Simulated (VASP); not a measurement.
# AsHS (P4/nmm) in VASP: single point with r2SCAN

Aim: the single point of AsHS with r2SCAN.

Everything below comes from runs of VASP 6.6.1. Logs are shortened: lines on timing, memory, paths and dates and some standing lists are left out, and cuts for length are marked.

## 1. The cell of the first run

Symmetry: P4/nmm, No. 129, tetragonal system. The conventional cell has a = 3.495 Å, b = 3.495 Å, c = 7.349 Å, α = 90.00°, β = 90.00°, γ = 90.00°. Within 3.3 Å of As (site symmetry -4m2) lie 4 As at 2.47 Å and 4 S at 2.91 Å. S (site symmetry 4mm) has 1 H at 1.37 Å within 1.8 Å. Within 1.8 Å of H (site symmetry 4mm) lie 1 S at 1.37 Å.

## 2. Single point, r2SCAN

Contents of POSCAR:

```
AsHS
1.0
    3.4948650000      0.0000000000      0.0000000000
    0.0000000000      3.4948650000      0.0000000000
    0.0000000000      0.0000000000      7.3487850000
As S H
2 2 2
Direct
    0.0000000000      0.0000000000      0.0000000000
    0.5000000000      0.5000000000      0.0000000000
    0.5000000000      0.0000000000      0.6833084980
    0.0000000000      0.5000000000      0.3166915020
    0.5000000000      0.0000000000      0.4966053542
    0.0000000000      0.5000000000      0.5033946458
```

Contents of INCAR.step1:

```
SYSTEM = AsHS
PREC = Accurate
ENCUT = 520
ISMEAR = -1
SIGMA = 0.0558
LREAL = .FALSE.
LASPH = .TRUE.
NELM = 100
NBANDS = 21
GGA = PE
ALGO = Normal
EDIFF = 1E-4
LWAVE = .TRUE.
LCHARG = .FALSE.
```

Contents of INCAR.step2:

```
SYSTEM = AsHS
PREC = Accurate
ENCUT = 520
EDIFF = 1E-6
ISMEAR = -1
SIGMA = 0.0558
LREAL = .FALSE.
LASPH = .TRUE.
NELM = 100
ALGO = Normal
ISIF = 2
LWAVE = .FALSE.
LCHARG = .FALSE.
METAGGA = R2SCAN
LMIXTAU = .TRUE.
NBANDS = 21
ISTART = 1
```

Contents of KPOINTS:

```
Automatic mesh
0
G
  9 9 4
  0 0 0
```

Potentials or basis: VASP PAW PBE potentials, release 64 (As, S, H).

On the command line:

```
> cat potpaw_PBE.64/As/POTCAR potpaw_PBE.64/S/POTCAR potpaw_PBE.64/H/POTCAR > POTCAR
> cp INCAR.step1 INCAR
> mpirun -np 1 vasp_std > vasp.out
> cp INCAR.step2 INCAR
> mpirun -np 1 vasp_std > vasp.out
```

OUTCAR:

```text
SYSTEM = AsHS
   PREC = Accurate
   ENCUT = 520
   EDIFF = 1E-6
   ISMEAR = -1
   LREAL = .FALSE.
   LASPH = .TRUE.
   NELM = 100
   ISIF = 2
   METAGGA = R2SCAN
   ISTART = 1

 ion  position               nearest neighbor table
   1  0.000  0.000  0.000-   2 2.47   2 2.47   2 2.47   2 2.47
   2  0.500  0.500  0.000-   1 2.47   1 2.47   1 2.47   1 2.47
   3  0.500  0.000  0.683-   5 1.37
   4  0.000  0.500  0.317-   6 1.37
   5  0.500  0.000  0.497-   3 1.37
   6  0.000  0.500  0.503-   4 1.37

  LATTYP: Found a simple tetragonal cell.
 ALAT       =     3.4948650000
 C/A-ratio  =     2.1027378740

  Lattice vectors:

 A1 = (   3.4948650000,   0.0000000000,   0.0000000000)
 A2 = (   0.0000000000,   3.4948650000,   0.0000000000)
 A3 = (   0.0000000000,   0.0000000000,   7.3487850000)

Analysis of symmetry for initial positions (statically):
=====================================================================
 Subroutine PRICEL returns:
 Original cell was already a primitive cell.

 Routine SETGRP: Setting up the symmetry group for a
 simple tetragonal supercell.

 Subroutine GETGRP returns: Found 16 space group operations
 (whereof  8 operations were pure point group operations)
 out of a pool of 16 trial point group operations.

The static configuration has the point symmetry D_2d.
 The point group associated with its full space group is D_4h.

Analysis of symmetry for dynamics (positions and initial velocities):
=====================================================================
 Subroutine PRICEL returns:
 Original cell was already a primitive cell.

 Routine SETGRP: Setting up the symmetry group for a
 simple tetragonal supercell.

 Subroutine GETGRP returns: Found 16 space group operations
 (whereof  8 operations were pure point group operations)
 out of a pool of 16 trial point group operations.

The dynamic configuration has the point symmetry D_2d.
 The point group associated with its full space group is D_4h.

 Subroutine INISYM returns: Found 16 space group operations
 (whereof  8 operations are pure point group operations),
 and found     1 'primitive' translations

----------------------------------------------------------------------------------------

                                     Primitive cell

  volume of cell :      89.7587

  direct lattice vectors                    reciprocal lattice vectors
     3.494865000  0.000000000  0.000000000     0.286134085  0.000000000  0.000000000
     0.000000000  3.494865000  0.000000000     0.000000000  0.286134085  0.000000000
     0.000000000  0.000000000  7.348785000     0.000000000  0.000000000  0.136076916

  length of vectors
     3.494865000  3.494865000  7.348785000     0.286134085  0.286134085  0.136076916

  position of ions in fractional coordinates (direct lattice)
     0.000000000  0.000000000  0.000000000
     0.500000000  0.500000000  0.000000000
     0.500000000  0.000000000  0.683308498
     0.000000000  0.500000000  0.316691502
     0.500000000  0.000000000  0.496605354
     0.000000000  0.500000000  0.503394646

  ion indices of the primitive-cell ions
   primitive index   ion index
                 1           1
                 2           2
                 3           3
                 4           4
                 5           5
                 6           6

----------------------------------------------------------------------------------------

 KPOINTS: Automatic mesh

Automatic generation of k-mesh.
 Grid dimensions read from file:
 generate k-points for:    9    9    4

 Generating k-lattice:

  Cartesian coordinates                     Fractional coordinates (reciprocal lattice)
     0.031792676  0.000000000  0.000000000     0.111111111  0.000000000  0.000000000
     0.000000000  0.031792676  0.000000000     0.000000000  0.111111111  0.000000000
     0.000000000  0.000000000  0.034019229     0.000000000  0.000000000  0.250000000

  Length of vectors
     0.031792676  0.031792676  0.034019229

  Shift w.r.t. Gamma in fractional coordinates (k-lattice)
     0.000000000  0.000000000  0.000000000

 Subroutine IBZKPT returns following result:
 ===========================================

 Found     45 irreducible k-points:

 Following reciprocal coordinates:
            Coordinates               Weight
  0.000000  0.000000  0.000000      1.000000
  0.111111  0.000000  0.000000      4.000000
  0.222222  0.000000  0.000000      4.000000
  0.333333  0.000000  0.000000      4.000000
  0.444444  0.000000  0.000000      4.000000
  0.111111  0.111111  0.000000      4.000000
[... 16 lines left out ...]
  0.333333  0.111111  0.250000     16.000000
  0.444444  0.111111  0.250000     16.000000
 [... further k-points ...]
   k-points           NKPTS =     45   k-points in BZ     NKDIM =     45   number of bands    NBANDS=     21
   number of dos      NEDOS =    301   number of ions     NIONS =      6
   total plane-waves  NPLWV =  43904
   dimension x,y,z NGX =    28 NGY =   28 NGZ =   56
   dimension x,y,z NGXF=    56 NGYF=   56 NGZF=  112
   ions per type =               2   2   2
   NGX,Y,Z   is equivalent  to a cutoff of  13.32, 13.32, 12.67 a.u.
   NGXF,Y,Z  is equivalent  to a cutoff of  26.64, 26.64, 25.34 a.u.
 SYSTEM =  AsHS
   PREC   = accura    normal or accurate (medium, high low for compatibility)
   ISTART =      1    job   : 0-new  1-cont  2-samecut
   ICHARG =      0    charge: 1-file 2-atom 10-const
   ISPIN  =      1    spin polarized calculation?
   LNONCOLLINEAR =      F non collinear calculations
   LSORBIT =      F    spin-orbit coupling
   LASPH  =      T    aspherical Exc in radial PAW
   ENCUT  =  520.0 eV  38.22 Ry    6.18 a.u.   6.50  6.50 13.66*2*pi/ulx,y,z
   NELM   =    100;   NELMIN=  2; NELMDL=  0     # of ELM steps
   EDIFF  = 0.1E-05   stopping-criterion for ELM
   LREAL  =      F    real-space projection
   EDIFFG = 0.1E-04   stopping-criterion for IOM
   NSW    =      0    number of steps for IOM
   IBRION =     -1    ionic relax: 0-MD 1-quasi-New 2-CG
   NFREE  =      0    steps in history (QN), initial steepest desc. (CG)
   ISIF   =      2    stress and relaxation
   ISYM   =      2    0-nonsym 1-usesym 2-fastsym
   POTIM  = 0.5000    time-step for ionic-motion
   TEBEG  =    0.0;   TEEND  =   0.0 temperature during run
   PSTRESS=    0.0 pullay stress
   NELECT =      24.0000    total number of electrons
   NUPDOWN=      -1.0000    fix difference up-down
   EMIN   =  10.00;   EMAX   =-10.00  energy-range for DOS
   EFERMI =   0.00;   METHOD = LEGACY
   ISMEAR =    -1;   SIGMA  =   0.06  broadening in eV -4-tet -1-fermi 0-gaus
   EFERMI_NEDOS =   21; number of points for ismear=-14 and -15
   IALGO  =     38    algorithm
   IMIX   =      4    mixing-type and parameters
     AMIX     =   0.40;   BMIX     =  1.00
     AMIX_MAG =   1.60;   BMIX_MAG =  1.00
  volume/ion in A,a.u.               =      14.96       100.95
  Fermi-wavevector in a.u.,A,eV,Ry     =   1.054678  1.993052 15.134375  1.112345
  Thomas-Fermi vector in A             =   2.189847
   LORBIT       =      0    0 simple, 1 ext, 2 COOP (PROOUT), +10 PAW based schemes
   METAGGA = R2SCAN    functional components
   LHFCALC =     F    Hartree Fock is set to
   AEXX    =    0.0000 exact exchange contribution
   IVDW    =     0    specifies the selected vdW correction
   LEPSILON=     F    determine dielectric tensor
   LRPA    =     F    only Hartree local field effects (RPA)
 non-spin polarized calculation
  energy-cutoff  :      520.00
  volume of cell :       89.76
 maximum number of plane-waves:      2444
 NGX is ok and might be reduce to    28
   NGX = 13   NGY = 13   NGZ = 27

 number of electron      23.9999999 magnetization

 Free energy of the ion-electron system (eV)
  ---------------------------------------------------
  ext. energy  EPLUGINS =         0.00000000
  ---------------------------------------------------
  free energy    TOTEN  =       -48.88261504 eV

  energy without entropy =      -48.85462826  energy(sigma->0) =      -48.86862165

 E-fermi :   4.3441     XC(G=0): -10.2413

 val. band max:        4.3406914719   @ k =   0.4444   0.0000   0.2500
 cond. band min:       4.3549995201   @ k =   0.2222   0.0000   0.2500
 fundamental gap:      0.0143080482
 Fermi energy:         4.3441198826

 k-point     1 :       0.0000    0.0000    0.0000
  band No.  band energies     occupation
      1     -12.4383      2.00000
      2      -9.5934      2.00000
      3      -9.1695      2.00000
      4      -2.4736      2.00000
      5      -1.2209      2.00000
      6      -1.2000      2.00000
[... 13 lines left out ...]
     20      11.9584      0.00000
     21      12.4983      0.00000

 k-point     2 :       0.1111    0.0000    0.0000
  band No.  band energies     occupation
      1     -12.2931      2.00000
      2      -9.5161      2.00000
      3      -9.1405      2.00000
      4      -2.8133      2.00000
      5      -2.4593      2.00000
      6      -1.2046      2.00000
[... 13 lines left out ...]
     20      11.9036      0.00000
     21      12.8760      0.00000

 k-point     3 :       0.2222    0.0000    0.0000
  band No.  band energies     occupation
      1     -11.8625      2.00000
      2      -9.2947      2.00000
      3      -9.0882      2.00000
      4      -4.7580      2.00000
      5      -2.4671      2.00000
      6      -1.2204      2.00000
[... 13 lines left out ...]
     20      11.8046      0.00000
     21      13.7259      0.00000
[... 457 lines left out ...]
 k-point    23 :       0.3333    0.1111    0.2500
  band No.  band energies     occupation
      1     -10.9885      2.00000
      2      -9.4502      2.00000
      3      -8.5122      2.00000
      4      -6.4611      2.00000
      5      -2.4390      2.00000
      6      -1.0916      2.00000
[... 13 lines left out ...]
     20      13.0391      0.00000
     21      13.5132      0.00000

 k-point    24 :       0.4444    0.1111    0.2500
  band No.  band energies     occupation
      1     -10.1234      2.00000
      2      -9.4659      2.00000
      3      -8.3875      2.00000
      4      -7.7666      2.00000
      5      -2.0259      2.00000
      6      -1.5259      2.00000
[... 13 lines left out ...]
     20      12.8812      0.00000
     21      13.5374      0.00000

 [... further k-points ...]
[... 5 lines left out ...]
  --------------------------------------------------------------------------------------
  -------------------------------------------------------------------------------------
  Total        8.5439995      8.5439995      0.4397918      0.0000000     -0.0000000      0.0000000
  in kB      152.5089902    152.5089902      7.8502115      0.0000000     -0.0000000      0.0000000
  external PRESSURE =     104.2893973 kB  Pullay stress =       0.0000000 kB

 VOLUME and BASIS-vectors are now :
 -----------------------------------------------------------------------------
  energy-cutoff  :      520.00
  volume of cell :       89.76
      direct lattice vectors                 reciprocal lattice vectors
     3.494865000  0.000000000  0.000000000     0.286134085  0.000000000  0.000000000
     0.000000000  3.494865000  0.000000000     0.000000000  0.286134085  0.000000000
     0.000000000  0.000000000  7.348785000     0.000000000  0.000000000  0.136076916

 POSITION                                       TOTAL-FORCE (eV/Angst)
 -----------------------------------------------------------------------------------
      0.00000      0.00000      0.00000         0.000000     -0.000000     -0.000000
      1.74743      1.74743      0.00000         0.000000      0.000000     -0.000000
      1.74743      0.00000      5.02149         0.000000      0.000000     -0.030953
      0.00000      1.74743      2.32730         0.000000      0.000000      0.030953
      1.74743      0.00000      3.64945         0.000000     -0.000000      0.040707
      0.00000      1.74743      3.69934         0.000000      0.000000     -0.040707
 -----------------------------------------------------------------------------------
    total drift:                               -0.000000      0.000000      0.000000

  FREE ENERGIE OF THE ION-ELECTRON SYSTEM (eV)
  ---------------------------------------------------
  free  energy   TOTEN  =       -48.8826150449 eV

  energy  without entropy=      -48.8546282570  energy(sigma->0) =      -48.86862165
```

It took 4.8 min on 1 thread of AMD EPYC 7R13 (Zen 3), shared host; peak memory 0.22 GiB.

Results:

```
Free energy            : -48.8826 eV
Pressure               : 10.4 GPa
Largest force          : 0.041 eV/Å
Band gap on the k mesh : zero (band 12 reaches 4.68 eV, above the bottom of band 13 at 3.71 eV)
```

Forces in eV/Å, atoms in the order of the input:
```
As   0.000  0.000  0.000
As   0.000  0.000  0.000
S    0.000  0.000 -0.031
S    0.000  0.000  0.031
H    0.000  0.000  0.041
H    0.000  0.000 -0.041
```

Stress tensor (GPa, compression positive):
```
15.25  0.00  0.00
 0.00 15.25  0.00
 0.00  0.00  0.79
```

Caveat: the PAW data sets were made with another functional, which shifts forces and pressure a little.
